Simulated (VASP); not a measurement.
# Te2Mo in VASP: further runs

The runs below take Te2Mo through single point, with PBE.

Everything below comes from runs of VASP 6.6.1. Logs are shortened: lines on timing, memory, paths and dates and some standing lists are left out, and cuts for length are marked.

**1. The cell of the first run**

The cell holds a slab with vacuum, 3 atoms: a = 3.458 Å, b = 3.458 Å, c = 17.038 Å, α = 90.00°, β = 90.00°, γ = 120.00°.

**2. Single point, PBE (58.80 Å³/atom)**

File INCAR:

```
PREC     = Accurate       # precision mode
ENCUT    = 520            # plane-wave cutoff, eV
EDIFF    = 1E-7           # SCF threshold, eV
ISMEAR   = 0              # smearing method
SIGMA    = 0.05           # smearing width, eV
LREAL    = F              # projectors in reciprocal space
LASPH    = T              # aspherical terms in the spheres
NELM     = 60             # most SCF steps
ALGO     = Normal         # electronic algorithm
ISIF     = 2              # what is computed and relaxed
LWAVE    = F              # write WAVECAR
LCHARG   = F              # write CHGCAR
GGA      = PE             # functional
NBANDS   = 20             # bands
```

File KPOINTS:

```
regular mesh
0
Gamma
  12 12 2
```

File POSCAR:

```
Te2Mo
1.0
    3.4575369951      0.0000000000      0.0000000000
   -1.7287684976      2.9943148723      0.0000000000
    0.0000000000      0.0000000000     17.0380349804
Te Mo
2 1
Direct
    0.3333333333      0.6666666667      0.8967969900
    0.3333333333      0.6666666667      0.1032030100
    0.0000000000      0.0000000000      0.0000000000
```

Potentials or basis: VASP PAW PBE potentials, release 64 (Te, Mo_sv).

Launch:

```bash
> cat potpaw_PBE.64/Te/POTCAR potpaw_PBE.64/Mo_sv/POTCAR > POTCAR
> mpirun -np 1 vasp_std > vasp.out
```

OUTCAR:

```text
PREC = Accurate
   ENCUT = 520
   EDIFF = 1E-7
   ISMEAR = 0
   LREAL = F
   LASPH = T
   NELM = 60
   ISIF = 2
   GGA = PE

 ion  position               nearest neighbor table
   1  0.333  0.667  0.897-   3 2.66   3 2.66   3 2.66   2 3.52
   2  0.333  0.667  0.103-   3 2.66   3 2.66   3 2.66   1 3.52
   3  0.000  0.000  0.000-   1 2.66   2 2.66   1 2.66   2 2.66   1 2.66   2 2.66

  LATTYP: Found a hexagonal cell.
 ALAT       =     3.4575369951
 C/A-ratio  =     4.9277954233

  Lattice vectors:

 A1 = (   3.4575369951,   0.0000000000,   0.0000000000)
 A2 = (  -1.7287684976,   2.9943148723,   0.0000000000)
 A3 = (   0.0000000000,   0.0000000000,  17.0380349804)

Analysis of symmetry for initial positions (statically):
=====================================================================
 Subroutine PRICEL returns:
 Original cell was already a primitive cell.

 Routine SETGRP: Setting up the symmetry group for a
 hexagonal supercell.

 Subroutine GETGRP returns: Found 12 space group operations
 (whereof 12 operations were pure point group operations)
 out of a pool of 24 trial point group operations.

The static configuration has the point symmetry D_3h.

Analysis of symmetry for dynamics (positions and initial velocities):
=====================================================================
 Subroutine PRICEL returns:
 Original cell was already a primitive cell.

 Routine SETGRP: Setting up the symmetry group for a
 hexagonal supercell.

 Subroutine GETGRP returns: Found 12 space group operations
 (whereof 12 operations were pure point group operations)
 out of a pool of 24 trial point group operations.

The dynamic configuration has the point symmetry D_3h.

 Subroutine INISYM returns: Found 12 space group operations
 (whereof 12 operations are pure point group operations),
 and found     1 'primitive' translations

----------------------------------------------------------------------------------------

                                     Primitive cell

  volume of cell :     176.3940

  direct lattice vectors                    reciprocal lattice vectors
     3.457536995  0.000000000  0.000000000     0.289223225  0.166983107  0.000000000
    -1.728768498  2.994314872  0.000000000     0.000000000  0.333966214  0.000000000
     0.000000000  0.000000000 17.038034980     0.000000000  0.000000000  0.058692214

  length of vectors
[... 81 lines left out ...]
   LASPH  =      T    aspherical Exc in radial PAW
   ENCUT  =  520.0 eV  38.22 Ry    6.18 a.u.   6.43  6.43 31.68*2*pi/ulx,y,z
   NELM   =     60;   NELMIN=  2; NELMDL= -5     # of ELM steps
   EDIFF  = 0.1E-06   stopping-criterion for ELM
   LREAL  =      F    real-space projection
   EDIFFG = 0.1E-05   stopping-criterion for IOM
   NSW    =      0    number of steps for IOM
   IBRION =     -1    ionic relax: 0-MD 1-quasi-New 2-CG
   NFREE  =      0    steps in history (QN), initial steepest desc. (CG)
   ISIF   =      2    stress and relaxation
   ISYM   =      2    0-nonsym 1-usesym 2-fastsym
   POTIM  = 0.5000    time-step for ionic-motion
   TEBEG  =    0.0;   TEEND  =   0.0 temperature during run
   PSTRESS=    0.0 pullay stress
   NELECT =      26.0000    total number of electrons
   NUPDOWN=      -1.0000    fix difference up-down
   EMIN   =  10.00;   EMAX   =-10.00  energy-range for DOS
   EFERMI =   0.00;   METHOD = LEGACY
   ISMEAR =     0;   SIGMA  =   0.05  broadening in eV -4-tet -1-fermi 0-gaus
   EFERMI_NEDOS =   21; number of points for ismear=-14 and -15
   IALGO  =     38    algorithm
   IMIX   =      4    mixing-type and parameters
     AMIX     =   0.40;   BMIX     =  1.00
     AMIX_MAG =   1.60;   BMIX_MAG =  1.00
  volume/ion in A,a.u.               =      58.80       396.79
  Fermi-wavevector in a.u.,A,eV,Ry     =   0.864778  1.634194 10.174996  0.747841
  Thomas-Fermi vector in A             =   1.982925
   LORBIT       =      0    0 simple, 1 ext, 2 COOP (PROOUT), +10 PAW based schemes
   GGA     = PE    functional components
   LHFCALC =     F    Hartree Fock is set to
   AEXX    =    0.0000 exact exchange contribution
   IVDW    =     0    specifies the selected vdW correction
   LEPSILON=     F    determine dielectric tensor
   LRPA    =     F    only Hartree local field effects (RPA)
 non-spin polarized calculation
 Gauss-broadening in eV      SIGMA  =   0.05
  energy-cutoff  :      520.00
  volume of cell :      176.39
 maximum number of plane-waves:      4793
 NGX is ok and might be reduce to    28
   NGX = 13   NGY = 13   NGZ = 63

 number of electron      26.0000003 magnetization

 Free energy of the ion-electron system (eV)
  ---------------------------------------------------
  ext. energy  EPLUGINS =         0.00000000
  ---------------------------------------------------
  free energy    TOTEN  =       -17.85804786 eV

  energy without entropy =      -17.85804786  energy(sigma->0) =      -17.85804786

 E-fermi :   0.7831     XC(G=0):  -4.9678

 val. band max:        0.5233569111   @ k =   0.3333   0.3333   0.0000
 cond. band min:       1.7448984337   @ k =   0.3333   0.3333   0.0000
 fundamental gap:      1.2215415226
 Fermi energy:         0.7830715462

 k-point     1 :       0.0000    0.0000    0.0000
  band No.  band energies     occupation
      1     -59.9941      2.00000
      2     -34.2134      2.00000
      3     -34.0512      2.00000
      4     -34.0512      2.00000
      5     -12.4295      2.00000
      6     -11.3232      2.00000
[... 541 lines left out ...]
     19       6.5916      0.00000
     20       6.6679      0.00000

 [... further k-points ...]

------------------------ aborting loop because EDIFF is reached ----------------------------------------

  FORCE on cell =-STRESS in cart. coord.  units (eV):
  Direction    XX          YY          ZZ          XY          YZ          ZX
  --------------------------------------------------------------------------------------
  -------------------------------------------------------------------------------------
  Total        3.8460241      3.8460241      4.6632659     -0.0000000      0.0000000      0.0000000
  in kB       34.9332329     34.9332329     42.3561967     -0.0000000      0.0000000      0.0000000
  external PRESSURE =      37.4075542 kB  Pullay stress =       0.0000000 kB

 VOLUME and BASIS-vectors are now :
 -----------------------------------------------------------------------------
  energy-cutoff  :      520.00
  volume of cell :      176.39
      direct lattice vectors                 reciprocal lattice vectors
     3.457536995  0.000000000  0.000000000     0.289223225  0.166983107  0.000000000
    -1.728768498  2.994314872  0.000000000     0.000000000  0.333966214  0.000000000
     0.000000000  0.000000000 17.038034980     0.000000000  0.000000000  0.058692214

 POSITION                                       TOTAL-FORCE (eV/Angst)
 -----------------------------------------------------------------------------------
     -0.00000      1.99621     15.27966        -0.000000      0.000000     -1.329045
     -0.00000      1.99621      1.75838        -0.000000     -0.000000      1.329045
      0.00000      0.00000      0.00000         0.000000      0.000000      0.000000
 -----------------------------------------------------------------------------------
    total drift:                                0.000000     -0.000000     -0.000000

  FREE ENERGIE OF THE ION-ELECTRON SYSTEM (eV)
  ---------------------------------------------------
  free  energy   TOTEN  =       -17.8580478557 eV

  energy  without entropy=      -17.8580478557  energy(sigma->0) =      -17.85804786
```

Run time: 1.8 min. Hardware: 1 thread of AMD EPYC 9R45 (Zen 5), shared host; peak memory 0.34 GiB.

What came out:

| Property | Result |
| --- | --- |
| Free energy | -17.8580 eV |
| Largest force | 1.329 eV/Å |
| Band gap on the k mesh | 1.22 eV |

Forces in eV/Å, atoms in the order of the input:
```
Te   0.000  0.000 -1.329
Te   0.000  0.000  1.329
Mo   0.000  0.000  0.000
```

Levels at points of the mesh, in eV from the valence-band top:
```tsv
k point	band 10	band 11	band 12	band 13	band 14	band 15	band 16	band 17
(0.00, 0.00, 0.00)	-1.76	-0.90	-0.90	-0.51	3.48	3.48	3.85	3.85
(0.50, 0.00, 0.00)	-2.42	-1.62	-0.78	-0.18	1.59	1.95	3.60	4.13
(0.00, 0.00, 0.50)	-1.76	-0.90	-0.90	-0.51	3.48	3.48	3.85	3.85
(0.50, 0.00, 0.50)	-2.42	-1.62	-0.78	-0.18	1.59	1.95	3.60	4.13
```

Caveat: there is no dipole correction, which matters where the two faces differ; spin-orbit coupling is left out, which moves the levels of the heavy elements.

**3. Single point, PBE (58.80 Å³/atom)**

File INCAR:

```
PREC     = Accurate       # precision mode
ENCUT    = 520            # plane-wave cutoff, eV
EDIFF    = 1E-7           # SCF threshold, eV
ISMEAR   = 0              # smearing method
SIGMA    = 0.05           # smearing width, eV
LREAL    = False          # projectors in reciprocal space
LASPH    = True           # aspherical terms in the spheres
NELM     = 80             # most SCF steps
ALGO     = Normal         # electronic algorithm
ISIF     = 2              # what is computed and relaxed
LWAVE    = False          # write WAVECAR
LCHARG   = False          # write CHGCAR
GGA      = PE             # functional
NBANDS   = 20             # bands
```

File KPOINTS:

```
Automatic mesh
0
Gamma
  12 12 2
```

File POSCAR:

```
Te2Mo
1.0
    3.5993453285      0.0000000000      0.0000000000
   -1.7996726643      3.1171244914      0.0000000000
    0.0000000000      0.0000000000     15.7219403948
Te Mo
2 1
Direct
    0.3333333333      0.6666666667      0.8967969900
    0.3333333333      0.6666666667      0.1032030100
    0.0000000000      0.0000000000      0.0000000000
```

Potentials or basis: VASP PAW PBE potentials, release 64 (Te, Mo_sv).

Launch:

```bash
> cat potpaw_PBE.64/Te/POTCAR potpaw_PBE.64/Mo_sv/POTCAR > POTCAR
> mpirun -np 1 vasp_std > vasp.out
```

Wall time 93 s (1 thread of AMD EPYC 9R45 (Zen 5), shared host); peak memory 0.33 GiB.

It converged, with:

```yaml
Free_energy: -17.5637 eV
Largest_force: 2.862 eV/Å
Band_gap_on_the_k_mesh: 0.46 eV (least direct gap 0.77 eV)
```

Forces on the atoms (eV/Å):
```
Te   0.000  0.000 -2.862
Te   0.000  0.000  2.862
Mo   0.000  0.000  0.000
```

Levels at points of the mesh, in eV from the valence-band top:
```tsv
k point	band 11	band 12	band 13	band 14	band 15	band 16
(0.00, 0.00, 0.00)	-1.43	-1.03	0.00	3.03	3.03	3.55
(0.50, 0.00, 0.00)	-1.14	-0.91	-0.81	1.06	1.40	3.65
(0.00, 0.00, 0.50)	-1.43	-1.03	0.00	3.03	3.03	3.55
(0.50, 0.00, 0.50)	-1.14	-0.91	-0.81	1.06	1.40	3.65
```

Caveat: there is no dipole correction, which matters where the two faces differ; spin-orbit coupling is left out, which moves the levels of the heavy elements.

**4. Single point, PBE (58.80 Å³/atom)**

File INCAR:

```
PREC = Accurate
ENCUT = 520
EDIFF = 1E-7
ISMEAR = 0
SIGMA = 0.05
LREAL = False
LASPH = True
NELM = 60
ALGO = Normal
ISIF = 2
LWAVE = False
LCHARG = False
GGA = PE
NBANDS = 20
```

File KPOINTS:

```
regular mesh
0
Gamma
  12 12 2
```

File POSCAR:

```
Te2Mo
1.0
    3.3213223047      0.0000000000      0.0000000000
   -1.6606611524      2.8763494900      0.0000000000
    0.0000000000      0.0000000000     18.4642270886
Te Mo
2 1
Direct
    0.3333333333      0.6666666667      0.8967969900
    0.3333333333      0.6666666667      0.1032030100
    0.0000000000      0.0000000000      0.0000000000
```

Launch:

```bash
> cat potpaw_PBE.64/Te/POTCAR potpaw_PBE.64/Mo_sv/POTCAR > POTCAR
> mpirun -np 1 vasp_std > vasp.out
```

Run time: 2.1 min. Hardware: 1 thread of AMD EPYC 9R45 (Zen 5), shared host; peak memory 0.36 GiB.

It converged, with:

```yaml
Free_energy: -17.6784 eV
Largest_force: 0.030 eV/Å
Band_gap_on_the_k_mesh: 0.69 eV (least direct gap 1.24 eV)
```

Forces in eV/Å, atoms in the order of the input:
```
Te   0.000  0.000  0.030
Te   0.000  0.000 -0.030
Mo   0.000  0.000  0.000
```

Levels at points of the mesh, in eV from the valence-band top:
```tsv
k point	band 10	band 11	band 12	band 13	band 14	band 15	band 16	band 17
(0.00, 0.00, 0.00)	-1.53	-1.53	-0.71	-0.71	3.53	3.57	3.57	3.79
(0.50, 0.00, 0.00)	-2.51	-2.35	-1.25	0.00	1.51	1.73	2.95	3.54
(0.00, 0.00, 0.50)	-1.53	-1.53	-0.71	-0.71	3.57	3.57	3.62	3.73
(0.50, 0.00, 0.50)	-2.51	-2.35	-1.25	0.00	1.51	1.73	2.95	3.54
```

Caveat: there is no dipole correction, which matters where the two faces differ; spin-orbit coupling is left out, which moves the levels of the heavy elements.

**5. Single point, PBE (58.80 Å³/atom)**

File INCAR:

```
PREC     = Accurate       # precision mode
ENCUT    = 520            # plane-wave cutoff, eV
EDIFF    = 1E-6           # SCF threshold, eV
ISMEAR   = 0              # smearing method
SIGMA    = 0.05           # smearing width, eV
LREAL    = F              # projectors in reciprocal space
LASPH    = T              # aspherical terms in the spheres
NELM     = 60             # most SCF steps
ALGO     = Normal         # electronic algorithm
ISIF     = 2              # what is computed and relaxed
LWAVE    = F              # write WAVECAR
LCHARG   = F              # write CHGCAR
GGA      = PE             # functional
NBANDS   = 20             # bands
```

KPOINTS is that of step 4.

File POSCAR:

```
Te2Mo
1.0
    3.5277191228      0.0000000000      0.0000000000
   -1.7638595614      3.0550943778      0.0000000000
    0.0000000000      0.0000000000     16.3668528704
Te Mo
2 1
Direct
    0.3333333333      0.6666666667      0.8967969900
    0.3333333333      0.6666666667      0.1032030100
    0.0000000000      0.0000000000      0.0000000000
```

Launch:

```bash
> cat potpaw_PBE.64/Te/POTCAR potpaw_PBE.64/Mo_sv/POTCAR > POTCAR
> mpirun -np 1 vasp_std > vasp.out
```

Run time: 97 s. Hardware: 1 thread of AMD EPYC 9R45 (Zen 5), shared host; peak memory 0.35 GiB.

It converged, with:

```
Free energy            : -17.7673 eV
Largest force          : 2.072 eV/Å
Band gap on the k mesh : 0.98 eV
```

Forces in eV/Å, atoms in the order of the input:
```
Te   0.000  0.000 -2.072
Te   0.000  0.000  2.072
Mo   0.000  0.000  0.000
```

Levels at points of the mesh, in eV from the valence-band top:
```
           k point  band 10  band 11  band 12  band 13  band 14  band 15  band 16  band 17
(0.00, 0.00, 0.00)    -1.26    -1.04    -1.04    -0.11     3.37     3.37     3.83     3.83
(0.50, 0.00, 0.00)    -2.50    -1.25    -0.66    -0.40     1.45     1.86     3.78     4.29
(0.00, 0.00, 0.50)    -1.26    -1.04    -1.04    -0.11     3.37     3.37     3.83     3.83
(0.50, 0.00, 0.50)    -2.50    -1.25    -0.66    -0.40     1.45     1.86     3.78     4.29
```

Caveat: there is no dipole correction, which matters where the two faces differ; spin-orbit coupling is left out, which moves the levels of the heavy elements.

**6. The runs side by side**

| cell | gap on the mesh (eV) | largest force (eV/Å) |
| --- | --- | --- |
| a = 3.458, b = 3.458, c = 17.038 Å, angles 90.0, 90.0, 120.0°, 3 atoms | 1.22 | 1.33 |
| a = 3.599, b = 3.599, c = 15.722 Å, angles 90.0, 90.0, 120.0°, 3 atoms | 0.46 | 2.86 |
| a = 3.321, b = 3.321, c = 18.464 Å, angles 90.0, 90.0, 120.0°, 3 atoms | 0.69 | 0.03 |
| a = 3.528, b = 3.528, c = 16.367 Å, angles 90.0, 90.0, 120.0°, 3 atoms | 0.98 | 2.07 |

Alike in all rows: task single point; level PBE; potentials or basis VASP PAW PBE potentials, release 64 (Te, Mo_sv); no spin polarisation; k mesh 12 × 12 × 2; cutoff (eV) 520; smearing gaussian 0.05 eV.

Caveats: there is no dipole correction, which matters where the two faces differ; spin-orbit coupling is left out, which moves the levels of the heavy elements.

Total energies depend on the potentials used, so only differences within one code and one set of settings carry meaning.
